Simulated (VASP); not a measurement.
Zr: relaxation of cell and atoms with PBE

Zr:

```xyz
2
Lattice="-2.6059 2.6059 1.4333 2.6059 -2.6059 1.4333 2.6059 2.6059 -1.4333" Properties=species:S:1:pos:R:3 pbc="T T T"
Zr    0.0000   -1.3030   -0.3583
Zr    0.0000    1.3030    0.3583
```

```json
{
 "Program": "VASP 6.6.1",
 "Task": "relaxation of cell and atoms",
 "Functional": "PBE",
 "Potentials or basis": "VASP PAW PBE potentials, release 64 (Zr_sv)",
 "Cutoff": "600 eV",
 "k mesh": "15 × 15 × 15",
 "Occupations": "fermi-dirac, width 0.08 eV",
 "Spin": "no spin polarisation",
 "Target pressure": "26 GPa",
 "Dipole correction": "no",
 "Further INCAR settings": "ALGO = Normal; EDIFF = 1e-07; IBRION = 2; EDIFFG = -0.005; NSW = 60; ISIF = 3"
}
```

```
Relaxed volume                                         : 18.91 Å³/atom
Relaxed cell                                           : a = 3.910 Å, b = 3.910 Å, c = 3.910 Å, α = 97.66°, β = 97.66°, γ = 137.17°
Space group after relaxing (to 0.05 Å)                 : I4_1/amd (No. 141)
Energy change on relaxing (the enthalpy is what falls) : +81.4 meV/atom
Ionic steps                                            : 6
Pressure after relaxing                                : 26.0 GPa
Band gap on the k mesh                                 : zero (band 12 reaches 11.35 eV, above the bottom of band 13 at 10.15 eV)
```

The path:
```tsv
step	energy change (eV)	largest force (eV/Å)	pressure (GPa)	volume (Å³)
1	0.0000	0.0000	21.51	38.93
2	0.5218	0.0000	35.18	35.94
3	0.1608	0.0000	25.97	37.84
4	0.1642	0.0000	26.06	37.82
5	0.1632	0.0000	26.03	37.83
6	0.1629	0.0000	26.03	37.83
```

Final structure:
```
Zr
1.0
    -2.57372    2.57372    1.42763
     2.57372   -2.57372    1.42763
     2.57372    2.57372   -1.42763
Zr
2
Direct
  0.62500 0.87500 0.75000
  0.37500 0.12500 0.25000
```

Levels at points of the mesh, in eV from the Fermi level:
```tsv
k point	band 9	band 10	band 11	band 12	band 13	band 14	band 15	band 16
(0.00, 0.00, 0.00)	-5.25	-4.02	-1.58	-0.96	-0.04	3.65	3.65	3.81
```

Wall time 11 min on 1 thread of Intel Xeon 6975P-C, with other jobs on the host, peak memory 0.34 GiB.

Caveat: the cell is relaxed towards a set pressure, so the enthalpy falls and the energy may rise.
